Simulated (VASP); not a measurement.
# Ti12HO24 (a cell with a defect) in VASP: single point with PBEsol

Aim: the single point of Ti12HO24 (a cell with a defect) with PBEsol.

Everything below comes from runs of VASP 6.6.1. Logs are shortened: lines on timing, memory, paths and dates and some standing lists are left out, and cuts for length are marked.

## Step 1: The cell of the first run

The cell holds a defect, 37 atoms: a = 6.493 Å, b = 6.493 Å, c = 8.817 Å, α = 90.00°, β = 90.00°, γ = 90.00°.

## Step 2: Single point, PBEsol

INCAR reads:

```
PREC = Accurate ; ENCUT = 520
EDIFF = 1E-7 ; ISMEAR = 0
SIGMA = 0.02 ; LREAL = Auto
LASPH = T ; NELM = 100
ALGO = Normal ; ISIF = 2
LWAVE = F ; LCHARG = F
GGA = PS ; NELECT = 288.0
NBANDS = 168
```

KPOINTS reads:

```
Automatic mesh
0
Gamma
  2 2 2
  0.5 0.5 0.5
```

POSCAR reads:

```
Ti12HO24
1.0
   -4.5912433041     -4.5912433041      0.0000000000
   -4.5912433041      4.5912433041      0.0000000000
    0.0000000000      0.0000000000     -8.8170405773
Ti O H
12 24 1
Direct
    0.0023259495      0.4864610416      0.6618406651
    0.0029226288      0.5077061584      0.3333312322
    0.0022966546      0.4865262745      1.0048210533
    0.4976757598      0.0135404499      0.6618417993
    0.4970760312     -0.0077057559      0.3333312322
    0.4977051636      0.0134753259      1.0048200326
    0.5049060454      0.4970563198      0.4994898188
    0.5048820867      0.4969694152      0.1671682224
    0.4850776473      0.5220898439      0.8333290445
   -0.0049055340      0.0029437560      0.4994898188
   -0.0048816842      0.0030307695      0.1671682224
    0.0149213395     -0.0220882435      0.8333290445
    0.8035848365      0.4924233699      0.5000173200
    0.8035808071      0.4924175981      0.1666373186
    0.7913054829      0.4382775790      0.8333276835
    0.3065793744     -0.0048386676      0.5003689119
    0.3065842751     -0.0048350738      0.1662794888
    0.3113887471     -0.0105787249      0.8333255286
    0.0174469081      0.1907664094      0.6643043035
    0.0039819279      0.1925813862      0.3333307785
    0.0174467992      0.1907713101      1.0023422170
    0.5139380215      0.7021042638      0.6692946401
    0.5023702399      0.6974095660      0.3333232930
    0.5139393283      0.7021070953      0.9973567574
   -0.0023703819      0.8025900080      0.3333232930
   -0.0139396882      0.7978916074     -0.0026432905
   -0.0139383813      0.7978944389      0.6692946401
    0.4960180389      0.3074183629      0.3333307785
    0.4825527321      0.3092284390      0.0023421691
    0.4825526232      0.3092333396      0.6643044170
    0.1934204836      0.5048380899      0.5003689119
    0.1934154740      0.5048346050      0.1662796022
    0.1886104575      0.5105774939      0.8333255286
    0.6964153908      0.0075762702      0.5000172066
    0.6964194202      0.0075818243      0.1666374320
    0.7086931109      0.0617184674      0.8333276835
    0.7500020739      0.2500054830      0.8333315397
```

Potentials or basis: VASP PAW PBE potentials, release 64 (Ti_sv, O, H).

Run with:

```
$ cat potpaw_PBE.64/Ti_sv/POTCAR potpaw_PBE.64/O/POTCAR potpaw_PBE.64/H/POTCAR > POTCAR
$ mpirun -np 1 vasp_std > vasp.out
```

OUTCAR:

```text
PREC = Accurate
   ENCUT = 520
   EDIFF = 1E-7
   ISMEAR = 0
   LREAL = Auto
   LASPH = T
   NELM = 100
   ISIF = 2
   GGA = PS
   NELECT = 288.0

 ion  position               nearest neighbor table
   1  0.002  0.486  0.662-  31 1.89  19 1.92  13 1.92  33 1.94  27 2.03  15 2.06   2 2.90
   2  0.003  0.508  0.333-  25 1.91  31 1.92  32 1.92  13 1.96  14 1.96  20 2.05   3 2.90   1 2.90

   3  0.002  0.487  0.005-  32 1.89  21 1.92  14 1.92  33 1.94  26 2.03  15 2.06   2 2.90
   4  0.498  0.014  0.662-  16 1.89  30 1.92  34 1.92  18 1.94  22 2.03  36 2.06   5 2.90
   5  0.497  0.992  0.333-  23 1.91  16 1.92  17 1.92  34 1.96  35 1.96  28 2.05   6 2.90   4 2.90

   6  0.498  0.013  0.005-  17 1.89  29 1.92  35 1.92  18 1.94  24 2.03  36 2.06   5 2.90
   7  0.505  0.497  0.499-  30 1.90  28 1.91  13 1.94  23 1.96  22 2.00  31 2.02
   8  0.505  0.497  0.167-  29 1.90  28 1.91  14 1.94  23 1.96  24 2.00  32 2.02
   9  0.485  0.522  0.833-  24 1.87  22 1.87  33 1.93  29 2.03  30 2.03  15 2.06
  10  0.995  0.003  0.499-  19 1.90  20 1.91  34 1.94  25 1.96  27 2.00  16 2.02
  11  0.995  0.003  0.167-  21 1.90  20 1.91  35 1.94  25 1.96  26 2.00  17 2.02
  12  0.015  0.978  0.833-  26 1.87  27 1.87  18 1.93  21 2.03  19 2.03  36 2.06
  13  0.804  0.492  0.500-   1 1.92   7 1.94   2 1.96
  14  0.804  0.492  0.167-   3 1.92   8 1.94   2 1.96
  15  0.791  0.438  0.833-  37 1.25   9 2.06   3 2.06   1 2.06
  16  0.307  0.995  0.500-   4 1.89   5 1.92  10 2.02
  17  0.307  0.995  0.166-   6 1.89   5 1.92  11 2.02
  18  0.311  0.989  0.833-  12 1.93   4 1.94   6 1.94
  19  0.017  0.191  0.664-  10 1.90   1 1.92  12 2.03
  20  0.004  0.193  0.333-  11 1.91  10 1.91   2 2.05
  21  0.017  0.191  0.002-  11 1.90   3 1.92  12 2.03
[... 12 lines left out ...]
  34  0.696  0.008  0.500-   4 1.92  10 1.94   5 1.96
  35  0.696  0.008  0.167-   6 1.92  11 1.94   5 1.96
  36  0.709  0.062  0.833-  37 1.25  12 2.06   6 2.06   4 2.06
  37  0.750  0.250  0.833-  15 1.25  36 1.25

  LATTYP: Found a simple tetragonal cell.
 ALAT       =     6.4929985488
 C/A-ratio  =     1.3579304710

  Lattice vectors:

 A1 = (  -4.5912433041,  -4.5912433041,   0.0000000000)
 A2 = (  -4.5912433041,   4.5912433041,   0.0000000000)
 A3 = (   0.0000000000,   0.0000000000,  -8.8170405773)

Analysis of symmetry for initial positions (statically):
=====================================================================
 Subroutine PRICEL returns:
 Original cell was already a primitive cell.

 Routine SETGRP: Setting up the symmetry group for a
 simple tetragonal supercell.

 Subroutine GETGRP returns: Found  1 space group operations
 (whereof  1 operations were pure point group operations)
 out of a pool of 16 trial point group operations.

The static configuration has the point symmetry C_1 .

Analysis of symmetry for dynamics (positions and initial velocities):
=====================================================================
 Subroutine PRICEL returns:
 Original cell was already a primitive cell.

 Routine SETGRP: Setting up the symmetry group for a
 simple tetragonal supercell.

 Subroutine GETGRP returns: Found  1 space group operations
 (whereof  1 operations were pure point group operations)
 out of a pool of 16 trial point group operations.

The dynamic configuration has the point symmetry C_1 .

 Subroutine INISYM returns: Found  1 space group operations
 (whereof  1 operations are pure point group operations),
 and found     1 'primitive' translations

----------------------------------------------------------------------------------------

                                     Primitive cell

  volume of cell :     371.7179

  direct lattice vectors                    reciprocal lattice vectors
    -4.591243304 -4.591243304  0.000000000    -0.108902963 -0.108902963  0.000000000
    -4.591243304  4.591243304  0.000000000    -0.108902963  0.108902963  0.000000000
     0.000000000  0.000000000 -8.817040577     0.000000000  0.000000000 -0.113416740

  length of vectors
     6.492998549  6.492998549  8.817040577     0.154012047  0.154012047  0.113416740

  position of ions in fractional coordinates (direct lattice)
     0.002325949  0.486461042  0.661840665
     0.002922629  0.507706158  0.333331232
     0.002296655  0.486526275  0.004821053
     0.497675760  0.013540450  0.661841799
     0.497076031  0.992294244  0.333331232
     0.497705164  0.013475326  0.004820033
[... 29 lines left out ...]
     0.708693111  0.061718467  0.833327684
     0.750002074  0.250005483  0.833331540

  ion indices of the primitive-cell ions
   primitive index   ion index
                 1           1
                 2           2
                 3           3
                 4           4
                 5           5
                 6           6
[... 29 lines left out ...]
                36          36
                37          37

----------------------------------------------------------------------------------------

 KPOINTS: Automatic mesh

Automatic generation of k-mesh.
 Grid dimensions read from file:
 generate k-points for:    2    2    2

 Generating k-lattice:

  Cartesian coordinates                     Fractional coordinates (reciprocal lattice)
    -0.054451482 -0.054451482  0.000000000     0.500000000  0.000000000  0.000000000
    -0.054451482  0.054451482  0.000000000     0.000000000  0.500000000  0.000000000
     0.000000000  0.000000000 -0.056708370     0.000000000  0.000000000  0.500000000

  Length of vectors
     0.077006024  0.077006024  0.056708370

  Shift w.r.t. Gamma in fractional coordinates (k-lattice)
     0.500000000  0.500000000  0.500000000

 Subroutine IBZKPT returns following result:
 ===========================================

 Found      4 irreducible k-points:

 Following reciprocal coordinates:
            Coordinates               Weight
  0.250000  0.250000  0.250000      2.000000
 -0.250000  0.250000  0.250000      2.000000
 -0.250000 -0.250000  0.250000      2.000000
  0.250000 -0.250000  0.250000      2.000000
   k-points           NKPTS =      4   k-points in BZ     NKDIM =      4   number of bands    NBANDS=    168
   number of dos      NEDOS =    301   number of ions     NIONS =     37
   total plane-waves  NPLWV = 161280
   dimension x,y,z NGX =    48 NGY =   48 NGZ =   70
   dimension x,y,z NGXF=    96 NGYF=   96 NGZF=  140
   ions per type =              12  24   1
   NGX,Y,Z   is equivalent  to a cutoff of  12.29, 12.29, 13.20 a.u.
   NGXF,Y,Z  is equivalent  to a cutoff of  24.58, 24.58, 26.40 a.u.
 SYSTEM =  unknown system
   PREC   = accura    normal or accurate (medium, high low for compatibility)
   ISTART =      0    job   : 0-new  1-cont  2-samecut
   ICHARG =      2    charge: 1-file 2-atom 10-const
   ISPIN  =      1    spin polarized calculation?
   LNONCOLLINEAR =      F non collinear calculations
   LSORBIT =      F    spin-orbit coupling
   LASPH  =      T    aspherical Exc in radial PAW
   ENCUT  =  520.0 eV  38.22 Ry    6.18 a.u.  12.07 12.07 16.39*2*pi/ulx,y,z
   NELM   =    100;   NELMIN=  2; NELMDL= -5     # of ELM steps
   EDIFF  = 0.1E-06   stopping-criterion for ELM
   LREAL  =      T    real-space projection
   EDIFFG = 0.1E-05   stopping-criterion for IOM
   NSW    =      0    number of steps for IOM
   IBRION =     -1    ionic relax: 0-MD 1-quasi-New 2-CG
   NFREE  =      0    steps in history (QN), initial steepest desc. (CG)
   ISIF   =      2    stress and relaxation
   ISYM   =      2    0-nonsym 1-usesym 2-fastsym
   POTIM  = 0.5000    time-step for ionic-motion
   TEBEG  =    0.0;   TEEND  =   0.0 temperature during run
   PSTRESS=    0.0 pullay stress
   NELECT =     288.0000    total number of electrons
   NUPDOWN=      -1.0000    fix difference up-down
   EMIN   =  10.00;   EMAX   =-10.00  energy-range for DOS
   EFERMI =   0.00;   METHOD = LEGACY
   ISMEAR =     0;   SIGMA  =   0.02  broadening in eV -4-tet -1-fermi 0-gaus
   EFERMI_NEDOS =   21; number of points for ismear=-14 and -15
   IALGO  =     38    algorithm
   IMIX   =      4    mixing-type and parameters
     AMIX     =   0.40;   BMIX     =  1.00
     AMIX_MAG =   1.60;   BMIX_MAG =  1.00
  volume/ion in A,a.u.               =      10.05        67.80
  Fermi-wavevector in a.u.,A,eV,Ry     =   1.503608  2.841406 30.760538  2.260836
  Thomas-Fermi vector in A             =   2.614696
   LORBIT       =      0    0 simple, 1 ext, 2 COOP (PROOUT), +10 PAW based schemes
   GGA     = PS    functional components
   LHFCALC =     F    Hartree Fock is set to
   AEXX    =    0.0000 exact exchange contribution
   IVDW    =     0    specifies the selected vdW correction
   LEPSILON=     F    determine dielectric tensor
   LRPA    =     F    only Hartree local field effects (RPA)
 non-spin polarized calculation
 Gauss-broadening in eV      SIGMA  =   0.02
  energy-cutoff  :      520.00
  volume of cell :      371.72
 maximum number of plane-waves:     10010
   NGX = 25   NGY = 25   NGZ = 33

 number of electron     288.0000024 magnetization

 Free energy of the ion-electron system (eV)
  ---------------------------------------------------
  ext. energy  EPLUGINS =         0.00000000
  ---------------------------------------------------
  free energy    TOTEN  =      -346.53790442 eV

  energy without entropy =     -346.53790442  energy(sigma->0) =     -346.53790442

 E-fermi :   4.6623     XC(G=0): -11.7440

 val. band max:        4.5349814125   @ k =  -0.2500  -0.2500   0.2500
 cond. band min:       7.0003581692   @ k =  -0.2500   0.2500   0.2500
 fundamental gap:      2.4653767567
 Fermi energy:         4.6622892177

 k-point     1 :       0.2500    0.2500    0.2500
  band No.  band energies     occupation
      1     -51.7622      2.00000
      2     -51.7615      2.00000
      3     -51.7458      2.00000
      4     -51.7453      2.00000
      5     -51.7170      2.00000
      6     -51.7166      2.00000
[... 148 lines left out ...]
    155       7.5571      0.00000
    156       7.6287      0.00000

 k-point     2 :      -0.2500    0.2500    0.2500
  band No.  band energies     occupation
      1     -51.7623      2.00000
      2     -51.7615      2.00000
      3     -51.7458      2.00000
      4     -51.7453      2.00000
      5     -51.7170      2.00000
      6     -51.7166      2.00000
[... 148 lines left out ...]
    155       7.5817      0.00000
    156       7.6181      0.00000

 k-point     3 :      -0.2500   -0.2500    0.2500
  band No.  band energies     occupation
      1     -51.7622      2.00000
      2     -51.7615      2.00000
      3     -51.7458      2.00000
      4     -51.7453      2.00000
      5     -51.7170      2.00000
      6     -51.7166      2.00000
[... 148 lines left out ...]
    155       7.5571      0.00000
    156       7.6287      0.00000

 k-point     4 :       0.2500   -0.2500    0.2500
  band No.  band energies     occupation
      1     -51.7623      2.00000
      2     -51.7615      2.00000
      3     -51.7458      2.00000
      4     -51.7453      2.00000
      5     -51.7170      2.00000
      6     -51.7166      2.00000
[... 148 lines left out ...]
    155       7.5817      0.00000
    156       7.6181      0.00000
 [bands above 156 left out]

------------------------ aborting loop because EDIFF is reached ----------------------------------------

  FORCE on cell =-STRESS in cart. coord.  units (eV):
  Direction    XX          YY          ZZ          XY          YZ          ZX
  --------------------------------------------------------------------------------------
  -------------------------------------------------------------------------------------
  Total      -14.5638118     -5.3674857     -4.1496250      2.9315666     -0.0000723      0.0001470
  in kB      -62.7728997    -23.1349213    -17.8857015     12.6356300     -0.0003117      0.0006336
  external PRESSURE =     -34.5978408 kB  Pullay stress =       0.0000000 kB

 VOLUME and BASIS-vectors are now :
 -----------------------------------------------------------------------------
  energy-cutoff  :      520.00
  volume of cell :      371.72
      direct lattice vectors                 reciprocal lattice vectors
    -4.591243304 -4.591243304  0.000000000    -0.108902963 -0.108902963  0.000000000
    -4.591243304  4.591243304  0.000000000    -0.108902963  0.108902963  0.000000000
     0.000000000  0.000000000 -8.817040577     0.000000000  0.000000000 -0.113416740

 POSITION                                       TOTAL-FORCE (eV/Angst)
 -----------------------------------------------------------------------------------
     -2.24414      2.22278     -5.83548        -0.022564      0.028154     -0.040357
     -2.34442      2.31758     -2.93899         0.008073     -0.018556     -0.003863
     -2.24431      2.22322     -0.04251        -0.023231      0.026844      0.036765
     -2.34712     -2.22278     -5.83549         0.022621     -0.028178     -0.040305
     -6.83806      2.27367     -2.93899        -0.008134      0.018532     -0.003881
     -2.34695     -2.22322     -0.04250         0.023287     -0.026869      0.036739
[... 29 lines left out ...]
     -3.53715     -2.97042     -7.34748        -0.006360     -0.006368      0.000216
     -4.59128     -2.29561     -7.34752        -0.000285      0.000193      0.001627
 -----------------------------------------------------------------------------------
    total drift:                                0.000451     -0.000223     -0.057961

  FREE ENERGIE OF THE ION-ELECTRON SYSTEM (eV)
  ---------------------------------------------------
  free  energy   TOTEN  =      -346.5379044249 eV

  energy  without entropy=     -346.5379044249  energy(sigma->0) =     -346.53790442
```

Wall time 14 min (1 thread of AMD EPYC 7R43 (Zen 3), shared host); peak memory 0.45 GiB.

Results:

```
Free energy   : -346.5379 eV
Largest force : 0.059 eV/Å
```

Forces on the atoms (eV/Å):
```
Ti  -0.023  0.028 -0.040
Ti   0.008 -0.019 -0.004
Ti  -0.023  0.027  0.037
Ti   0.023 -0.028 -0.040
Ti  -0.008  0.019 -0.004
Ti   0.023 -0.027  0.037
Ti  -0.017  0.042  0.004
Ti  -0.010  0.040 -0.001
Ti   0.016 -0.028  0.002
Ti   0.017 -0.042  0.004
Ti   0.010 -0.040 -0.001
Ti  -0.016  0.028  0.002
O    0.023  0.014  0.010
O    0.022  0.016 -0.012
O    0.007  0.006  0.000
O    0.046  0.035  0.013
O    0.039  0.033 -0.006
O    0.017  0.005 -0.002
O   -0.006 -0.001 -0.023
O   -0.040  0.037  0.000
O   -0.006 -0.003  0.025
O   -0.021  0.016  0.026
O    0.000  0.002  0.001
O   -0.022  0.017 -0.028
O    0.000 -0.002  0.001
O    0.022 -0.017 -0.028
O    0.021 -0.016  0.026
O    0.040 -0.037  0.000
O    0.006  0.003  0.025
O    0.006  0.001 -0.023
O   -0.046 -0.035  0.013
O   -0.039 -0.033 -0.006
O   -0.017 -0.005 -0.002
O   -0.023 -0.014  0.010
O   -0.021 -0.016 -0.013
O   -0.006 -0.006  0.000
H    0.000  0.000  0.002
```

Levels at points of the mesh, in eV from the Fermi level:
```
           k point  band 141  band 142  band 143  band 144  band 145  band 146  band 147  band 148
(0.25, 0.25, 0.25)     -0.73     -0.65     -0.41     -0.13      2.35      2.40      2.43      2.47
```

Caveat: the cell carries a net charge on a neutralising background, which shifts energy and pressure; the cell is charged against a uniform background, so pressure and absolute levels hang on convention; the PAW data sets were made with another functional, which shifts forces and pressure a little.
